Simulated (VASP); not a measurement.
Here is a VASP 6.6.1 calculation.

Contents of INCAR:

```
ALGO = Normal
EDIFF = 1E-7
EDIFFG = -0.01
ENCUT = 600
GGA = PS
IBRION = 2
ISIF = 3
ISMEAR = -1
LASPH = True
LCHARG = False
LREAL = False
LWAVE = False
NELM = 60
NSW = 60
PREC = Accurate
PSTRESS = 200.0
SIGMA = 0.05
```

The input KPOINTS:

```
k-points
0
Gamma
  7 7 7
```

Contents of POSCAR:

```
K
1.0
   -2.6975585167      2.6975585167      2.6975585167
    2.6975585167     -2.6975585167      2.6975585167
    2.6975585167      2.6975585167     -2.6975585167
K
1
Direct
    0.0000000000      0.0000000000      0.0000000000
```

Potentials or basis: VASP PAW PBE potentials, release 64 (K_sv).

The run is started by

```console
$ cat potpaw_PBE.64/K_sv/POTCAR > POTCAR
$ mpirun -np 1 vasp_std > vasp.out
```

Problem. Estimate the relaxed volume.

Solution. 26.76 Å³/atom.

Problem. Estimate the relaxed cell.

Solution. a = 3.263 Å, b = 3.263 Å, c = 3.263 Å, α = 109.47°, β = 109.47°, γ = 109.47°.

Step by step:
| step | energy change (eV) | largest force (eV/Å) | pressure (GPa) | volume (Å³) |
| --- | --- | --- | --- | --- |
| 1 | 0.0000 | 0.0000 | -0.32 | 78.52 |
| 2 | 5.5968 | 0.0000 | 123.34 | 11.02 |
| 3 | 1.3399 | 0.0000 | 20.03 | 26.76 |

Caveat: the cell is relaxed towards a set pressure, so the enthalpy falls and the energy may rise; the volume moved by over 15 % at a fixed basis, so the end points are rough; the PAW data sets were made with another functional, which shifts forces and pressure a little.
